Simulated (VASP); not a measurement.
# SnSe in VASP: a series of runs

The runs below take SnSe through single point, with PBEsol, LDA.

Program: VASP 6.6.1. These are calculated values, not measurements. Logs are shortened: lines on timing, memory, paths and dates and some standing lists are left out, and cuts for length are marked.

## (1) The cell of the first run

The cell holds a slab with vacuum, 4 atoms: a = 4.285 Å, b = 4.285 Å, c = 10.991 Å, α = 90.00°, β = 90.00°, γ = 90.00°.

## (2) Single point, PBEsol

The input, INCAR:

```
PREC = Accurate ; ENCUT = 520
EDIFF = 1E-7 ; ISMEAR = -1
SIGMA = 0.05 ; LREAL = F
LASPH = T ; NELM = 60
ALGO = Normal ; ISIF = 2
LWAVE = F ; LCHARG = T
GGA = PS ; LELF = T
LVHAR = T ; NBANDS = 28
```

The input, KPOINTS:

```
regular mesh
0
Gamma
  6 6 3
```

The input, POSCAR:

```
SnSe
1.0
    4.2853274191      0.0000000000      0.0000000000
    0.0000000000      4.2853274191      0.0000000000
    0.0000000000      0.0000000000     10.9906921300
Sn Se
2 2
Direct
    0.0000000000      0.5000000000      0.6277708900
    0.5000000000      0.0000000000      0.3722291100
    0.0000000000      0.5000000000      0.3839605100
    0.5000000000      0.0000000000      0.6160394900
```

Potentials or basis: VASP PAW PBE potentials, release 64 (Sn_d, Se).

On the command line:

```console
cat potpaw_PBE.64/Sn_d/POTCAR potpaw_PBE.64/Se/POTCAR > POTCAR
mpirun -np 1 vasp_std > vasp.out
```

OUTCAR:

```text
PREC = Accurate
   ENCUT = 520
   EDIFF = 1E-7
   ISMEAR = -1
   LREAL = F
   LASPH = T
   NELM = 60
   ISIF = 2
   GGA = PS

 ion  position               nearest neighbor table
   1  0.000  0.500  0.628-   3 2.68   4 3.03   4 3.03   4 3.03   4 3.03
   2  0.500  0.000  0.372-   4 2.68   3 3.03   3 3.03   3 3.03   3 3.03
   3  0.000  0.500  0.384-   1 2.68   2 3.03   2 3.03   2 3.03   2 3.03
   4  0.500  0.000  0.616-   2 2.68   1 3.03   1 3.03   1 3.03   1 3.03

  LATTYP: Found a simple tetragonal cell.
 ALAT       =     4.2853274191
 C/A-ratio  =     2.5647263453

  Lattice vectors:

 A1 = (   4.2853274191,   0.0000000000,   0.0000000000)
 A2 = (   0.0000000000,   4.2853274191,   0.0000000000)
 A3 = (   0.0000000000,   0.0000000000,  10.9906921300)

Analysis of symmetry for initial positions (statically):
=====================================================================
 Subroutine PRICEL returns:
 Original cell was already a primitive cell.

 Routine SETGRP: Setting up the symmetry group for a
 simple tetragonal supercell.

 Subroutine GETGRP returns: Found 16 space group operations
 (whereof  8 operations were pure point group operations)
 out of a pool of 16 trial point group operations.

The static configuration has the point symmetry D_2d.
 The point group associated with its full space group is D_4h.

Analysis of symmetry for dynamics (positions and initial velocities):
=====================================================================
 Subroutine PRICEL returns:
 Original cell was already a primitive cell.

 Routine SETGRP: Setting up the symmetry group for a
 simple tetragonal supercell.

 Subroutine GETGRP returns: Found 16 space group operations
 (whereof  8 operations were pure point group operations)
 out of a pool of 16 trial point group operations.

The dynamic configuration has the point symmetry D_2d.
 The point group associated with its full space group is D_4h.

 Subroutine INISYM returns: Found 16 space group operations
 (whereof  8 operations are pure point group operations),
 and found     1 'primitive' translations

----------------------------------------------------------------------------------------

                                     Primitive cell

  volume of cell :     201.8334

  direct lattice vectors                    reciprocal lattice vectors
     4.285327419  0.000000000  0.000000000     0.233354398  0.000000000  0.000000000
     0.000000000  4.285327419  0.000000000     0.000000000  0.233354398  0.000000000
     0.000000000  0.000000000 10.990692130     0.000000000  0.000000000  0.090986081

  length of vectors
     4.285327419  4.285327419 10.990692130     0.233354398  0.233354398  0.090986081

  position of ions in fractional coordinates (direct lattice)
     0.000000000  0.500000000  0.627770890
     0.500000000  0.000000000  0.372229110
     0.000000000  0.500000000  0.383960510
     0.500000000  0.000000000  0.616039490

  ion indices of the primitive-cell ions
   primitive index   ion index
                 1           1
                 2           2
                 3           3
                 4           4

----------------------------------------------------------------------------------------

 KPOINTS: regular mesh

Automatic generation of k-mesh.
 Grid dimensions read from file:
 generate k-points for:    6    6    3

 Generating k-lattice:

  Cartesian coordinates                     Fractional coordinates (reciprocal lattice)
     0.038892400  0.000000000  0.000000000     0.166666667  0.000000000  0.000000000
     0.000000000  0.038892400  0.000000000     0.000000000  0.166666667  0.000000000
     0.000000000  0.000000000  0.030328694     0.000000000  0.000000000  0.333333333

  Length of vectors
     0.038892400  0.038892400  0.030328694

  Shift w.r.t. Gamma in fractional coordinates (k-lattice)
     0.000000000  0.000000000  0.000000000

 Subroutine IBZKPT returns following result:
 ===========================================

 Found     20 irreducible k-points:

 Following reciprocal coordinates:
            Coordinates               Weight
  0.000000  0.000000  0.000000      1.000000
  0.166667  0.000000  0.000000      4.000000
  0.333333  0.000000  0.000000      4.000000
  0.500000  0.000000  0.000000      2.000000
  0.166667  0.166667  0.000000      4.000000
  0.333333  0.166667  0.000000      8.000000
[... 12 lines left out ...]
  0.500000  0.333333  0.333333      8.000000
  0.500000  0.500000  0.333333      2.000000
   k-points           NKPTS =     20   k-points in BZ     NKDIM =     20   number of bands    NBANDS=     28
   number of dos      NEDOS =    301   number of ions     NIONS =      4
   total plane-waves  NPLWV =  86016
   dimension x,y,z NGX =    32 NGY =   32 NGZ =   84
   dimension x,y,z NGXF=    64 NGYF=   64 NGZF=  168
   ions per type =               2   2
   NGX,Y,Z   is equivalent  to a cutoff of  12.41, 12.41, 12.71 a.u.
   NGXF,Y,Z  is equivalent  to a cutoff of  24.83, 24.83, 25.41 a.u.
 SYSTEM =  unknown system
   PREC   = accura    normal or accurate (medium, high low for compatibility)
   ISTART =      0    job   : 0-new  1-cont  2-samecut
   ICHARG =      2    charge: 1-file 2-atom 10-const
   ISPIN  =      1    spin polarized calculation?
   LNONCOLLINEAR =      F non collinear calculations
   LSORBIT =      F    spin-orbit coupling
   LASPH  =      T    aspherical Exc in radial PAW
   ENCUT  =  520.0 eV  38.22 Ry    6.18 a.u.   7.97  7.97 20.44*2*pi/ulx,y,z
   NELM   =     60;   NELMIN=  2; NELMDL= -5     # of ELM steps
   EDIFF  = 0.1E-06   stopping-criterion for ELM
   LREAL  =      F    real-space projection
   EDIFFG = 0.1E-05   stopping-criterion for IOM
   NSW    =      0    number of steps for IOM
   IBRION =     -1    ionic relax: 0-MD 1-quasi-New 2-CG
   NFREE  =      0    steps in history (QN), initial steepest desc. (CG)
   ISIF   =      2    stress and relaxation
   ISYM   =      2    0-nonsym 1-usesym 2-fastsym
   POTIM  = 0.5000    time-step for ionic-motion
   TEBEG  =    0.0;   TEEND  =   0.0 temperature during run
   PSTRESS=    0.0 pullay stress
   NELECT =      40.0000    total number of electrons
   NUPDOWN=      -1.0000    fix difference up-down
   EMIN   =  10.00;   EMAX   =-10.00  energy-range for DOS
   EFERMI =   0.00;   METHOD = LEGACY
   ISMEAR =    -1;   SIGMA  =   0.05  broadening in eV -4-tet -1-fermi 0-gaus
   EFERMI_NEDOS =   21; number of points for ismear=-14 and -15
   IALGO  =     38    algorithm
   IMIX   =      4    mixing-type and parameters
     AMIX     =   0.40;   BMIX     =  1.00
     AMIX_MAG =   1.60;   BMIX_MAG =  1.00
  volume/ion in A,a.u.               =      50.46       340.51
  Fermi-wavevector in a.u.,A,eV,Ry     =   0.954473  1.803693 12.395171  0.911019
  Thomas-Fermi vector in A             =   2.083223
   LORBIT       =      0    0 simple, 1 ext, 2 COOP (PROOUT), +10 PAW based schemes
   GGA     = PS    functional components
   LHFCALC =     F    Hartree Fock is set to
   AEXX    =    0.0000 exact exchange contribution
   IVDW    =     0    specifies the selected vdW correction
   LEPSILON=     F    determine dielectric tensor
   LRPA    =     F    only Hartree local field effects (RPA)
 non-spin polarized calculation
  energy-cutoff  :      520.00
  volume of cell :      201.83
 maximum number of plane-waves:      5480
 NGX is ok and might be reduce to    32
   NGX = 15   NGY = 15   NGZ = 41

 number of electron      40.0000020 magnetization

 Free energy of the ion-electron system (eV)
  ---------------------------------------------------
  ext. energy  EPLUGINS =         0.00000000
  ---------------------------------------------------
  free energy    TOTEN  =       -17.57110451 eV

  energy without entropy =      -17.57110432  energy(sigma->0) =      -17.57110441

 E-fermi :   1.2350     XC(G=0):  -6.0848

 val. band max:        0.5072835028   @ k =   0.3333   0.0000   0.3333
 cond. band min:       1.9732299695   @ k =   0.3333   0.0000   0.3333
 fundamental gap:      1.4659464668
 Fermi energy:         1.2349669541

 k-point     1 :       0.0000    0.0000    0.0000
  band No.  band energies     occupation
      1     -20.4482      2.00000
      2     -20.4426      2.00000
      3     -20.4402      2.00000
      4     -20.4353      2.00000
      5     -20.4332      2.00000
      6     -20.4066      2.00000
[... 20 lines left out ...]
     27       6.2435      0.00000
     28       6.2698      0.00000

 k-point     2 :       0.1667    0.0000    0.0000
  band No.  band energies     occupation
      1     -20.4457      2.00000
      2     -20.4417      2.00000
      3     -20.4407      2.00000
      4     -20.4358      2.00000
      5     -20.4316      2.00000
      6     -20.4070      2.00000
[... 20 lines left out ...]
     27       5.8124      0.00000
     28       5.8935      0.00000

 k-point     3 :       0.3333    0.0000    0.0000
  band No.  band energies     occupation
      1     -20.4445      2.00000
      2     -20.4412      2.00000
      3     -20.4409      2.00000
      4     -20.4377      2.00000
      5     -20.4225      2.00000
      6     -20.4087      2.00000
[... 20 lines left out ...]
     27       5.5099      0.00000
     28       7.0471      0.00000

 k-point     4 :       0.5000    0.0000    0.0000
  band No.  band energies     occupation
      1     -20.4449      2.00000
      2     -20.4449      2.00000
      3     -20.4376      2.00000
      4     -20.4376      2.00000
      5     -20.4138      2.00000
      6     -20.4138      2.00000
[... 20 lines left out ...]
     27       6.3183      0.00000
     28       6.3183      0.00000

 k-point     5 :       0.1667    0.1667    0.0000
  band No.  band energies     occupation
      1     -20.4439      2.00000
      2     -20.4428      2.00000
      3     -20.4404      2.00000
      4     -20.4386      2.00000
      5     -20.4267      2.00000
      6     -20.4071      2.00000
[... 20 lines left out ...]
     27       5.6361      0.00000
     28       6.8045      0.00000

 k-point     6 :       0.3333    0.1667    0.0000
  band No.  band energies     occupation
      1     -20.4479      2.00000
      2     -20.4465      2.00000
      3     -20.4376      2.00000
      4     -20.4350      2.00000
      5     -20.4187      2.00000
      6     -20.4083      2.00000
[... 339 lines left out ...]
      5     -20.4119      2.00000
      6     -20.4119      2.00000
[... 20 lines left out ...]
     27       6.5881      0.00000
     28       6.5881      0.00000

 k-point    18 :       0.3333    0.3333    0.3333
  band No.  band energies     occupation
      1     -20.4546      2.00000
      2     -20.4544      2.00000
      3     -20.4317      2.00000
      4     -20.4302      2.00000
      5     -20.4119      2.00000
      6     -20.4078      2.00000
[... 20 lines left out ...]
     27       6.4505      0.00000
     28       6.4528      0.00000

 k-point    19 :       0.5000    0.3333    0.3333
  band No.  band energies     occupation
      1     -20.4579      2.00000
      2     -20.4579      2.00000
      3     -20.4286      2.00000
      4     -20.4286      2.00000
      5     -20.4086      2.00000
      6     -20.4086      2.00000
[... 20 lines left out ...]
     27       6.2270      0.00000
     28       6.2270      0.00000

 k-point    20 :       0.5000    0.5000    0.3333
  band No.  band energies     occupation
      1     -20.4618      2.00000
      2     -20.4618      2.00000
      3     -20.4259      2.00000
      4     -20.4259      2.00000
      5     -20.4080      2.00000
      6     -20.4080      2.00000
[... 20 lines left out ...]
     27       7.0087      0.00000
     28       7.0087      0.00000

------------------------ aborting loop because EDIFF is reached ----------------------------------------

  FORCE on cell =-STRESS in cart. coord.  units (eV):
  Direction    XX          YY          ZZ          XY          YZ          ZX
  --------------------------------------------------------------------------------------
  -------------------------------------------------------------------------------------
  Total       -1.2249660     -1.2249660     -0.0642143      0.0000000      0.0000000      0.0000000
  in kB       -9.7239240     -9.7239240     -0.5097410      0.0000000      0.0000000      0.0000000
  external PRESSURE =      -6.6525297 kB  Pullay stress =       0.0000000 kB

 VOLUME and BASIS-vectors are now :
 -----------------------------------------------------------------------------
  energy-cutoff  :      520.00
  volume of cell :      201.83
      direct lattice vectors                 reciprocal lattice vectors
     4.285327419  0.000000000  0.000000000     0.233354398  0.000000000  0.000000000
     0.000000000  4.285327419  0.000000000     0.000000000  0.233354398  0.000000000
     0.000000000  0.000000000 10.990692130     0.000000000  0.000000000  0.090986081

 POSITION                                       TOTAL-FORCE (eV/Angst)
 -----------------------------------------------------------------------------------
      0.00000      2.14266      6.89964         0.000000      0.000000     -0.094041
      2.14266      0.00000      4.09106        -0.000000      0.000000      0.094041
      0.00000      2.14266      4.21999        -0.000000      0.000000     -0.091775
      2.14266      0.00000      6.77070         0.000000      0.000000      0.091775
 -----------------------------------------------------------------------------------
    total drift:                                0.000000      0.000000      0.000000

  FREE ENERGIE OF THE ION-ELECTRON SYSTEM (eV)
  ---------------------------------------------------
  free  energy   TOTEN  =       -17.5711045089 eV

  energy  without entropy=      -17.5711043163  energy(sigma->0) =      -17.57110441
```

Run time: 96 s. Hardware: 1 thread of Intel Xeon Platinum 8259CL at 2.50GHz (Skylake/Cascade Lake), shared host; peak memory 0.32 GiB.

Results:

| Property | Result |
| --- | --- |
| Free energy | -17.5711 eV |
| Largest force | 0.094 eV/Å |
| Band gap on the k mesh | 1.47 eV, direct |

Forces on the atoms (eV/Å):
```
Sn   0.000  0.000 -0.094
Sn   0.000  0.000  0.094
Se   0.000  0.000 -0.092
Se   0.000  0.000  0.092
```

Levels at points of the mesh, in eV from the valence-band top:
```csv
k point,band 18,band 19,band 20,band 21,band 22,band 23
"(0.00, 0.00, 0.00)",-1.63,-1.63,-0.21,1.70,3.76,3.80
"(0.50, 0.00, 0.00)",-1.45,-0.19,-0.19,1.56,1.56,2.12
"(0.50, 0.50, 0.00)",-3.15,-1.62,-1.62,3.74,3.74,4.73
```

Caveat: the PAW data sets were made with another functional, which shifts forces and pressure a little; spin-orbit coupling is left out, which moves the levels of the heavy elements.

## (3) Single point, LDA

This run uses another cell than the first one, of 51.47 Å³/atom, 1.020 times its volume.

The input, INCAR:

```
PREC     = Accurate       # precision mode
ENCUT    = 520            # plane-wave cutoff, eV
EDIFF    = 1E-7           # SCF threshold, eV
ISMEAR   = -1             # smearing method
SIGMA    = 0.05           # smearing width, eV
LREAL    = F              # projectors in reciprocal space
LASPH    = T              # aspherical terms in the spheres
NELM     = 80             # most SCF steps
ALGO     = Normal         # electronic algorithm
ISIF     = 2              # what is computed and relaxed
LWAVE    = F              # write WAVECAR
LCHARG   = T              # write CHGCAR
GGA      = CA             # functional
LELF     = T              # ELF
LVHAR    = T            
NBANDS   = 28             # bands
```

The input, KPOINTS:

```
Automatic mesh
0
Gamma
  6 6 3
```

The input, POSCAR:

```
SnSe
1.0
    4.3137078980      0.0000000000      0.0000000000
    0.0000000000      4.3137078980      0.0000000000
    0.0000000000      0.0000000000     11.0634802918
Sn Se
2 2
Direct
    0.0000000000      0.5000000000      0.6277708900
    0.5000000000      0.0000000000      0.3722291100
    0.0000000000      0.5000000000      0.3839605100
    0.5000000000      0.0000000000      0.6160394900
```

Potentials or basis: VASP PAW LDA potentials, release 64 (Sn_d, Se).

On the command line:

```console
cat potpaw_LDA.64/Sn_d/POTCAR potpaw_LDA.64/Se/POTCAR > POTCAR
mpirun -np 1 vasp_std > vasp.out
```

It took 94 s on 1 thread of Intel Xeon Platinum 8259CL at 2.50GHz (Skylake/Cascade Lake), shared host; peak memory 0.28 GiB.

The run converged. Its results:

| Item | Value |
| --- | --- |
| Free energy | -18.3925 eV |
| Largest force | 0.346 eV/Å |
| Band gap on the k mesh | 1.47 eV, direct |

Forces on the atoms (eV/Å):
```
Sn   0.000  0.000 -0.346
Sn   0.000  0.000  0.346
Se   0.000  0.000  0.124
Se   0.000  0.000 -0.124
```

Levels at points of the mesh, in eV from the valence-band top:
| k point | band 17 | band 18 | band 19 | band 20 | band 21 | band 22 | band 23 | band 24 |
| --- | --- | --- | --- | --- | --- | --- | --- | --- |
| (0.00, 0.00, 0.00) | -2.83 | -1.53 | -1.53 | -0.18 | 1.69 | 3.88 | 3.91 | 4.36 |
| (0.50, 0.00, 0.00) | -1.34 | -1.34 | -0.17 | -0.17 | 1.53 | 1.53 | 2.12 | 2.12 |
| (0.50, 0.50, 0.00) | -3.01 | -3.01 | -1.54 | -1.54 | 3.69 | 3.69 | 4.79 | 4.79 |

Caveat: spin-orbit coupling is left out, which moves the levels of the heavy elements.

## (4) Single point, LDA

The input, INCAR:

```
ALGO     = Normal         # electronic algorithm
EDIFF    = 1E-6           # SCF threshold, eV
ENCUT    = 520            # plane-wave cutoff, eV
GGA      = CA             # functional
ISIF     = 2              # what is computed and relaxed
ISMEAR   = -1             # smearing method
LASPH    = T              # aspherical terms in the spheres
LCHARG   = F              # write CHGCAR
LREAL    = F              # projectors in reciprocal space
LWAVE    = F              # write WAVECAR
NBANDS   = 28             # bands
NELM     = 100            # most SCF steps
PREC     = Accurate       # precision mode
SIGMA    = 0.05           # smearing width, eV
```

The input, KPOINTS:

```
k-points
0
Gamma
  6 6 3
```

The input, POSCAR:

```
SnSe
1.0
    4.2853274191      0.0000000000      0.0000000000
    0.0000000000      4.2853274191      0.0000000000
    0.0000000000      0.0000000000     10.9906921300
Sn Se
2 2
Direct
    0.0000000000      0.5000000000      0.6277708900
    0.5000000000      0.0000000000      0.3722291100
    0.0000000000      0.5000000000      0.3839605100
    0.5000000000      0.0000000000      0.6160394900
```

On the command line:

```console
cat potpaw_LDA.64/Sn_d/POTCAR potpaw_LDA.64/Se/POTCAR > POTCAR
mpirun -np 1 vasp_std > vasp.out
```

Wall time 68 s (1 thread of AMD EPYC 9R14 (Zen 4), shared host); peak memory 0.25 GiB.

The run converged. Its results:

| Property | Result |
| --- | --- |
| Free energy | -18.4320 eV |
| Largest force | 0.220 eV/Å |
| Band gap on the k mesh | 1.45 eV, direct |

Forces on the atoms (eV/Å):
```
Sn   0.000  0.000 -0.220
Sn   0.000  0.000  0.220
Se   0.000  0.000  0.022
Se   0.000  0.000 -0.022
```

Levels at points of the mesh, in eV from the valence-band top:
```
           k point  band 17  band 18  band 19  band 20  band 21  band 22  band 23  band 24
(0.00, 0.00, 0.00)    -2.94    -1.60    -1.60    -0.19     1.65     3.83     3.84     4.40
(0.50, 0.00, 0.00)    -1.41    -1.41    -0.19    -0.19     1.54     1.54     2.10     2.10
(0.50, 0.50, 0.00)    -3.12    -3.12    -1.59    -1.59     3.71     3.71     4.74     4.74
```

Caveat: spin-orbit coupling is left out, which moves the levels of the heavy elements.

## (5) Summary

```csv
level,potentials or basis,cell,gap on the mesh (eV),largest force (eV/Å)
PBEsol,"VASP PAW PBE potentials, release 64 (Sn_d, Se)","a = 4.285, b = 4.285, c = 10.991 Å, 4 atoms",1.47,0.09
LDA,"VASP PAW LDA potentials, release 64 (Sn_d, Se)","a = 4.314, b = 4.314, c = 11.063 Å, 4 atoms",1.47,0.35
LDA,"VASP PAW LDA potentials, release 64 (Sn_d, Se)","a = 4.285, b = 4.285, c = 10.991 Å, 4 atoms",1.45,0.22
```

Alike in all rows: task single point; no spin polarisation; k mesh 6 × 6 × 3; cutoff (eV) 520; smearing fermi-dirac 0.05 eV.

Caveats: spin-orbit coupling is left out, which moves the levels of the heavy elements; the PAW data sets were made with another functional, which shifts forces and pressure a little (some runs).

Absolute energies hang on the potentials; compare differences alone.
